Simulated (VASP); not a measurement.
Wanted: the native input for a VASP 6.6.1 run.

```yaml
Task: single point
Functional: LDA
Potentials_or_basis: VASP PAW LDA potentials, release 64 (Cr_pv)
Cutoff: 520 eV
k_mesh: 12 × 12 × 12
Occupations: fermi-dirac, width 0.05 eV
Spin: collinear spin, antiferromagnetic start
Starting_moments: "[-1.2, 1.2] μB"
Dipole_correction: no
Further_INCAR_settings: ALGO = Normal; EDIFF = 1e-07; NBANDS = 23
```

The structure of Cr lies in POSCAR:

```
Cr
1.0
    2.9688993551      0.0000000000      0.0000000000
    0.0000000000      2.9688993551      0.0000000000
    0.0000000000      0.0000000000      2.9688993551
Cr
2
Direct
    0.0000000000      0.0000000000      0.0000000000
    0.5000000000      0.5000000000      0.5000000000
```

One way to write it, as run:

INCAR

```
  PREC = Accurate
  ENCUT = 520
  EDIFF = 1E-7
  ISMEAR = -1
  SIGMA = 0.05
  LREAL = F
  LASPH = T
  NELM = 150
  ALGO = Normal
  ISIF = 2
  LWAVE = F
  LCHARG = F
  ISPIN = 2
  MAGMOM = -1.2 1.2
  LORBIT = 11
  LMAXMIX = 4
  GGA = CA
  NBANDS = 23
```

KPOINTS

```
Automatic mesh
0
Gamma
  12 12 12
```

Potentials or basis: VASP PAW LDA potentials, release 64 (Cr_pv).

Run with:

```console
$ cat potpaw_LDA.64/Cr_pv/POTCAR > POTCAR
$ mpirun -np 1 vasp_std > vasp.out
```

It gave:

```yaml
Pressure: -33.8 GPa
Band_gap_on_the_k_mesh: zero (filled and empty bands overlap)
Net_moment: 0.00 μB per cell
Site_moments: Cr -1.10, +1.10 μB
Valence_electrons_inside_the_program's_atomic_spheres: Cr 10.83
```

Run time: 99 s on 1 thread of Intel(R) Xeon(R) Platinum 8259CL CPU @ 2.50GHz (Skylake/Cascade Lake), with other jobs on the host, peak memory 0.18 GiB.
